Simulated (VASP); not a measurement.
Input of a VASP 6.6.1 run:

The input INCAR:

```
SYSTEM = TlBr
  PREC = Accurate
  ENCUT = 500
  EDIFF = 1E-6
  ISMEAR = 0
  SIGMA = 0.01
  LREAL = .FALSE.
  LASPH = .TRUE.
  NELM = 120
  ALGO = Normal
  ISIF = 2
  LWAVE = .FALSE.
  LCHARG = .FALSE.
  GGA = PE
  NBANDS = 17
  GGA_COMPAT = .FALSE.
```

The input KPOINTS:

```
regular mesh
0
G
  4 4 4
  0 0 0
```

File POSCAR:

```
TlBr
1.0
    4.0586435870      0.0000000000      0.0000000000
    0.0000000000      4.0586435870      0.0000000000
    0.0000000000      0.0000000000      4.0586435870
Tl Br
1 1
Direct
    0.0000000000      0.0000000000      0.0000000000
    0.5000000000      0.5000000000      0.5000000000
```

Potentials or basis: VASP PAW PBE potentials, release 64 (Tl_d, Br).

Launch:

```bash
$ cat potpaw_PBE.64/Tl_d/POTCAR potpaw_PBE.64/Br/POTCAR > POTCAR
$ mpirun -np 1 vasp_std > vasp.out
```

(1) What does it give for the pressure?

(2) Estimate the band gap on the k mesh.

Results:

(1) 0.0 GPa.

(2) 2.00 eV.

Caveat: spin-orbit coupling is left out, which moves the levels of the heavy elements.
